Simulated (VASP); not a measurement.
A run of VASP 6.6.1:

File INCAR:

```
SYSTEM = NaCl
PREC     = Accurate       ! precision mode
ENCUT    = 520            ! plane-wave cutoff, eV
EDIFF    = 1E-6           ! SCF threshold, eV
ISMEAR   = 0              ! smearing method
SIGMA    = 0.01           ! smearing width, eV
LREAL    = .FALSE.        ! projectors in reciprocal space
LASPH    = .TRUE.         ! aspherical terms in the spheres
NELM     = 100            ! most SCF steps
ALGO     = Normal         ! electronic algorithm
ISIF     = 2              ! what is computed and relaxed
LWAVE    = .FALSE.        ! write WAVECAR
LCHARG   = .FALSE.        ! write CHGCAR
GGA      = PE             ! functional
NBANDS   = 14             ! bands
```

KPOINTS

```
regular mesh
0
G
  4 4 4
  0 0 0
```

The input POSCAR:

```
NaCl
1.0
    0.0000000000      2.8487481086      2.8487481086
    2.8487481086      0.0000000000      2.8487481086
    2.8487481086      2.8487481086      0.0000000000
Na Cl
1 1
Direct
    0.0000000000      0.0000000000      0.0000000000
    0.5000000000      0.5000000000      0.5000000000
```

Potentials or basis: VASP PAW PBE potentials, release 64 (Na_pv, Cl).

The run is started by

```console
$ cat potpaw_PBE.64/Na_pv/POTCAR potpaw_PBE.64/Cl/POTCAR > POTCAR
$ mpirun -np 1 vasp_std > vasp.out
```

Hardware: 1 thread of Intel Xeon 6975P-C, with other jobs on the host.

Question: How long does it take, and how much memory?

Answer: It took 8 s on 1 thread of Intel Xeon 6975P-C, with other jobs on the host, peak memory 0.15 GiB. Counts: scf iterations 12, k points 8.
